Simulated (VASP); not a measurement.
# BN (P6_3/mmc) in VASP: single point with PBEsol

Aim: the single point of BN with PBEsol.

All numbers are computed with VASP 6.6.1; they aren't measurements. Logs are shortened: lines on timing, memory, paths and dates and some standing lists are left out, and cuts for length are marked.

### 1 The cell of the first run

Symmetry: P6_3/mmc, No. 194, hexagonal system. The conventional cell has a = 2.498 Å, b = 2.498 Å, c = 6.636 Å, α = 90.00°, β = 90.00°, γ = 120.00°. Within 1.9 Å of B (site symmetry -6m2) lie 3 N at 1.44 Å. Within 1.9 Å of N (site symmetry -6m2) lie 3 B at 1.44 Å.

### 2 Single point, PBEsol

File INCAR:

```
PREC = Accurate
ENCUT = 520
EDIFF = 1E-6
ISMEAR = 0
SIGMA = 0.01
LREAL = F
LASPH = T
NELM = 60
ALGO = Normal
ISIF = 2
LWAVE = F
LCHARG = F
GGA = PS
NBANDS = 16
```

File KPOINTS:

```
regular mesh
0
Gamma
  12 12 4
```

File POSCAR:

```
BN
1.0
    2.4982400000      0.0000000000      0.0000000000
   -1.2491200000      2.1635390000      0.0000000000
    0.0000000000      0.0000000000      6.6357000000
B N
2 2
Direct
    0.3333333333      0.6666666667      0.2500000000
    0.6666666667      0.3333333333      0.7500000000
    0.3333333333      0.6666666667      0.7500000000
    0.6666666667      0.3333333333      0.2500000000
```

Potentials or basis: VASP PAW PBE potentials, release 64 (B, N).

Launch:

```console
> cat potpaw_PBE.64/B/POTCAR potpaw_PBE.64/N/POTCAR > POTCAR
> mpirun -np 1 vasp_std > vasp.out
```

OUTCAR:

```text
PREC = Accurate
   ENCUT = 520
   EDIFF = 1E-6
   ISMEAR = 0
   LREAL = F
   LASPH = T
   NELM = 60
   ISIF = 2
   GGA = PS

 ion  position               nearest neighbor table
   1  0.333  0.667  0.250-   4 1.44   4 1.44   4 1.44
   2  0.667  0.333  0.750-   3 1.44   3 1.44   3 1.44
   3  0.333  0.667  0.750-   2 1.44   2 1.44   2 1.44
   4  0.667  0.333  0.250-   1 1.44   1 1.44   1 1.44

  LATTYP: Found a hexagonal cell.
 ALAT       =     2.4982400000
 C/A-ratio  =     2.6561499296

  Lattice vectors:

 A1 = (   2.4982400000,   0.0000000000,   0.0000000000)
 A2 = (  -1.2491200000,   2.1635390000,   0.0000000000)
 A3 = (   0.0000000000,   0.0000000000,   6.6357000000)

Analysis of symmetry for initial positions (statically):
=====================================================================
 Subroutine PRICEL returns:
 Original cell was already a primitive cell.

 Routine SETGRP: Setting up the symmetry group for a
 hexagonal supercell.

 Subroutine GETGRP returns: Found 24 space group operations
 (whereof 12 operations were pure point group operations)
 out of a pool of 24 trial point group operations.

The static configuration has the point symmetry D_3d.
 The point group associated with its full space group is D_6h.

Analysis of symmetry for dynamics (positions and initial velocities):
=====================================================================
 Subroutine PRICEL returns:
 Original cell was already a primitive cell.

 Routine SETGRP: Setting up the symmetry group for a
 hexagonal supercell.

 Subroutine GETGRP returns: Found 24 space group operations
 (whereof 12 operations were pure point group operations)
 out of a pool of 24 trial point group operations.

The dynamic configuration has the point symmetry D_3d.
 The point group associated with its full space group is D_6h.

 Subroutine INISYM returns: Found 24 space group operations
 (whereof 12 operations are pure point group operations),
 and found     1 'primitive' translations

----------------------------------------------------------------------------------------

                                     Primitive cell

  volume of cell :      35.8662

  direct lattice vectors                    reciprocal lattice vectors
     2.498240000  0.000000000  0.000000000     0.400281798  0.231102837  0.000000000
    -1.249120000  2.163539000  0.000000000     0.000000000  0.462205673  0.000000000
     0.000000000  0.000000000  6.635700000     0.000000000  0.000000000  0.150700002

  length of vectors
     2.498240000  2.498239736  6.635700000     0.462205624  0.462205673  0.150700002

  position of ions in fractional coordinates (direct lattice)
     0.333333333  0.666666667  0.250000000
     0.666666667  0.333333333  0.750000000
     0.333333333  0.666666667  0.750000000
     0.666666667  0.333333333  0.250000000

  ion indices of the primitive-cell ions
   primitive index   ion index
                 1           1
                 2           2
                 3           3
                 4           4

----------------------------------------------------------------------------------------

 KPOINTS: regular mesh

Automatic generation of k-mesh.
 Grid dimensions read from file:
 generate k-points for:   12   12    4

 Generating k-lattice:

  Cartesian coordinates                     Fractional coordinates (reciprocal lattice)
     0.033356817  0.019258570  0.000000000     0.083333333  0.000000000  0.000000000
     0.000000000  0.038517139  0.000000000     0.000000000  0.083333333  0.000000000
     0.000000000  0.000000000  0.037675000     0.000000000  0.000000000  0.250000000

  Length of vectors
     0.038517135  0.038517139  0.037675000

  Shift w.r.t. Gamma in fractional coordinates (k-lattice)
     0.000000000  0.000000000  0.000000000

 Subroutine IBZKPT returns following result:
 ===========================================

 Found     57 irreducible k-points:

 Following reciprocal coordinates:
            Coordinates               Weight
  0.000000  0.000000  0.000000      1.000000
  0.083333 -0.000000  0.000000      6.000000
  0.166667  0.000000  0.000000      6.000000
  0.250000  0.000000  0.000000      6.000000
  0.333333  0.000000  0.000000      6.000000
  0.416667 -0.000000  0.000000      6.000000
[... 16 lines left out ...]
  0.250000  0.000000  0.250000     12.000000
  0.333333  0.000000  0.250000     12.000000
 [... further k-points ...]
   k-points           NKPTS =     57   k-points in BZ     NKDIM =     57   number of bands    NBANDS=     16
   number of dos      NEDOS =    301   number of ions     NIONS =      4
   total plane-waves  NPLWV =  20000
   dimension x,y,z NGX =    20 NGY =   20 NGZ =   50
   dimension x,y,z NGXF=    40 NGYF=   40 NGZF=  100
   ions per type =               2   2
   NGX,Y,Z   is equivalent  to a cutoff of  13.31, 13.31, 12.53 a.u.
   NGXF,Y,Z  is equivalent  to a cutoff of  26.62, 26.62, 25.05 a.u.
 SYSTEM =  unknown system
   PREC   = accura    normal or accurate (medium, high low for compatibility)
   ISTART =      0    job   : 0-new  1-cont  2-samecut
   ICHARG =      2    charge: 1-file 2-atom 10-const
   ISPIN  =      1    spin polarized calculation?
   LNONCOLLINEAR =      F non collinear calculations
   LSORBIT =      F    spin-orbit coupling
   LASPH  =      T    aspherical Exc in radial PAW
   ENCUT  =  520.0 eV  38.22 Ry    6.18 a.u.   4.65  4.65 12.34*2*pi/ulx,y,z
   NELM   =     60;   NELMIN=  2; NELMDL= -5     # of ELM steps
   EDIFF  = 0.1E-05   stopping-criterion for ELM
   LREAL  =      F    real-space projection
   EDIFFG = 0.1E-04   stopping-criterion for IOM
   NSW    =      0    number of steps for IOM
   IBRION =     -1    ionic relax: 0-MD 1-quasi-New 2-CG
   NFREE  =      0    steps in history (QN), initial steepest desc. (CG)
   ISIF   =      2    stress and relaxation
   ISYM   =      2    0-nonsym 1-usesym 2-fastsym
   POTIM  = 0.5000    time-step for ionic-motion
   TEBEG  =    0.0;   TEEND  =   0.0 temperature during run
   PSTRESS=    0.0 pullay stress
   NELECT =      16.0000    total number of electrons
   NUPDOWN=      -1.0000    fix difference up-down
   EMIN   =  10.00;   EMAX   =-10.00  energy-range for DOS
   EFERMI =   0.00;   METHOD = LEGACY
   ISMEAR =     0;   SIGMA  =   0.01  broadening in eV -4-tet -1-fermi 0-gaus
   EFERMI_NEDOS =   21; number of points for ismear=-14 and -15
   IALGO  =     38    algorithm
   IMIX   =      4    mixing-type and parameters
     AMIX     =   0.40;   BMIX     =  1.00
     AMIX_MAG =   1.60;   BMIX_MAG =  1.00
  volume/ion in A,a.u.               =       8.97        60.51
  Fermi-wavevector in a.u.,A,eV,Ry     =   1.250891  2.363842 21.289435  1.564729
  Thomas-Fermi vector in A             =   2.384864
   LORBIT       =      0    0 simple, 1 ext, 2 COOP (PROOUT), +10 PAW based schemes
   GGA     = PS    functional components
   LHFCALC =     F    Hartree Fock is set to
   AEXX    =    0.0000 exact exchange contribution
   IVDW    =     0    specifies the selected vdW correction
   LEPSILON=     F    determine dielectric tensor
   LRPA    =     F    only Hartree local field effects (RPA)
 non-spin polarized calculation
 Gauss-broadening in eV      SIGMA  =   0.01
  energy-cutoff  :      520.00
  volume of cell :       35.87
 maximum number of plane-waves:       985
 NGX is ok and might be reduce to    20
   NGX =  9   NGY =  9   NGZ = 25

 number of electron      15.9999997 magnetization

 Free energy of the ion-electron system (eV)
  ---------------------------------------------------
  ext. energy  EPLUGINS =         0.00000000
  ---------------------------------------------------
  free energy    TOTEN  =       -36.56291797 eV

  energy without entropy =      -36.56291797  energy(sigma->0) =      -36.56291797

 E-fermi :   2.2787     XC(G=0): -10.3222

 val. band max:        2.2231963410   @ k =   0.3333   0.3333   0.5000
 cond. band min:       6.4021788816   @ k =   0.5000   0.0000   0.0000
 fundamental gap:      4.1789825406
 Fermi energy:         2.2786684946

 k-point     1 :       0.0000    0.0000    0.0000
  band No.  band energies     occupation
      1     -15.5779      2.00000
      2     -15.2730      2.00000
      3      -4.1063      2.00000
      4      -1.9234      2.00000
      5       0.9263      2.00000
      6       0.9263      2.00000
[... 8 lines left out ...]
     15      14.5618      0.00000
     16      15.3035      0.00000

 k-point     2 :       0.0833   -0.0000    0.0000
  band No.  band energies     occupation
      1     -15.4405      2.00000
      2     -15.1404      2.00000
      3      -3.9176      2.00000
      4      -1.7540      2.00000
      5       0.3651      2.00000
      6       0.3979      2.00000
[... 8 lines left out ...]
     15      14.7920      0.00000
     16      15.0412      0.00000

 k-point     3 :       0.1667    0.0000    0.0000
  band No.  band energies     occupation
      1     -15.0357      2.00000
      2     -14.7501      2.00000
      3      -3.3581      2.00000
      4      -1.2561      2.00000
      5      -1.0603      2.00000
      6      -1.0202      2.00000
[... 8 lines left out ...]
     15      16.1339      0.00000
     16      16.1478      0.00000

 k-point     4 :       0.2500    0.0000    0.0000
  band No.  band energies     occupation
      1     -14.3894      2.00000
      2     -14.1294      2.00000
      3      -2.8735      2.00000
      4      -2.8111      2.00000
      5      -2.4523      2.00000
      6      -0.7242      2.00000
[... 8 lines left out ...]
     15      17.4398      0.00000
     16      18.3105      0.00000

 k-point     5 :       0.3333    0.0000    0.0000
  band No.  band energies     occupation
      1     -13.5671      2.00000
      2     -13.3484      2.00000
      3      -4.6824      2.00000
      4      -4.5987      2.00000
      5      -1.3604      2.00000
      6      -1.2979      2.00000
[... 8 lines left out ...]
     15      17.9102      0.00000
     16      20.8602      0.00000

 k-point     6 :       0.4167   -0.0000    0.0000
  band No.  band energies     occupation
      1     -12.7397      2.00000
      2     -12.5908      2.00000
      3      -6.1275      2.00000
      4      -6.0430      2.00000
      5      -1.7771      2.00000
      6      -1.7119      2.00000
[... 8 lines left out ...]
     15      17.3015      0.00000
     16      21.0760      0.00000
[... 267 lines left out ...]
 k-point    21 :       0.0833   -0.0000    0.2500
  band No.  band energies     occupation
      1     -15.3990      2.00000
      2     -15.1869      2.00000
      3      -3.6552      2.00000
      4      -2.1487      2.00000
      5       0.3715      2.00000
      6       0.3962      2.00000
[... 8 lines left out ...]
     15      14.8295      0.00000
     16      15.0072      0.00000

 k-point    22 :       0.1667    0.0000    0.2500
  band No.  band energies     occupation
      1     -14.9961      2.00000
      2     -14.7943      2.00000
      3      -3.1049      2.00000
      4      -1.6545      2.00000
      5      -1.0481      2.00000
      6      -1.0039      2.00000
[... 8 lines left out ...]
     15      16.0326      0.00000
     16      16.1159      0.00000

 k-point    23 :       0.2500    0.0000    0.2500
  band No.  band energies     occupation
      1     -14.3530      2.00000
      2     -14.1693      2.00000
      3      -2.8819      2.00000
      4      -2.8278      2.00000
      5      -2.1868      2.00000
      6      -0.8090      2.00000
[... 8 lines left out ...]
     15      18.3258      0.00000
     16      18.4090      0.00000

 k-point    24 :       0.3333    0.0000    0.2500
  band No.  band energies     occupation
      1     -13.5362      2.00000
      2     -13.3816      2.00000
      3      -4.6739      2.00000
      4      -4.6143      2.00000
      5      -1.3513      2.00000
      6      -1.3072      2.00000
[... 8 lines left out ...]
     15      18.9622      0.00000
     16      20.8770      0.00000

 [... further k-points ...]

------------------------ aborting loop because EDIFF is reached ----------------------------------------

  FORCE on cell =-STRESS in cart. coord.  units (eV):
  Direction    XX          YY          ZZ          XY          YZ          ZX
  --------------------------------------------------------------------------------------
  -------------------------------------------------------------------------------------
  Total        0.7369382      0.7369380      0.1795758      0.0000000     -0.0000000      0.0000000
  in kB       32.9197106     32.9197013      8.0218172      0.0000000     -0.0000000      0.0000000
  external PRESSURE =      24.6204097 kB  Pullay stress =       0.0000000 kB

 VOLUME and BASIS-vectors are now :
 -----------------------------------------------------------------------------
  energy-cutoff  :      520.00
  volume of cell :       35.87
      direct lattice vectors                 reciprocal lattice vectors
     2.498240000  0.000000000  0.000000000     0.400281798  0.231102837  0.000000000
    -1.249120000  2.163539000  0.000000000     0.000000000  0.462205673  0.000000000
     0.000000000  0.000000000  6.635700000     0.000000000  0.000000000  0.150700002

 POSITION                                       TOTAL-FORCE (eV/Angst)
 -----------------------------------------------------------------------------------
     -0.00000      1.44236      1.65892         0.000000      0.000000      0.000000
      1.24912      0.72118      4.97677        -0.000000     -0.000000      0.000000
     -0.00000      1.44236      4.97677        -0.000000     -0.000000      0.000000
      1.24912      0.72118      1.65892         0.000000      0.000000      0.000000
 -----------------------------------------------------------------------------------
    total drift:                                0.000000     -0.000000      0.000000

  FREE ENERGIE OF THE ION-ELECTRON SYSTEM (eV)
  ---------------------------------------------------
  free  energy   TOTEN  =       -36.5629179726 eV

  energy  without entropy=      -36.5629179726  energy(sigma->0) =      -36.56291797
```

It took 22 s on 1 thread of Intel Xeon 6975P-C, shared host; peak memory 0.16 GiB.

Results:

| Quantity | Value |
| --- | --- |
| Free energy | -36.5629 eV |
| Pressure | 2.5 GPa |
| Band gap on the k mesh | 4.18 eV, indirect (least direct gap 4.60 eV) |

Levels at points of the mesh, in eV from the valence-band top:
| k point | band 6 | band 7 | band 8 | band 9 | band 10 | band 11 |
| --- | --- | --- | --- | --- | --- | --- |
| (0.00, 0.00, 0.00) | -1.30 | -1.26 | -1.26 | 5.06 | 10.21 | 11.56 |
| (0.50, 0.00, 0.00) | -4.08 | -1.47 | -0.44 | 4.18 | 5.61 | 9.51 |
| (0.00, 0.00, 0.50) | -1.28 | -1.28 | -1.28 | 7.48 | 7.48 | 11.63 |
| (0.50, 0.00, 0.50) | -4.11 | -0.93 | -0.93 | 4.66 | 4.66 | 9.93 |

Caveat: the PAW data sets were made with another functional, which shifts forces and pressure a little; this functional lacks dispersion, which binds the layers, so the pressure and a relaxed spacing across them are unreliable.
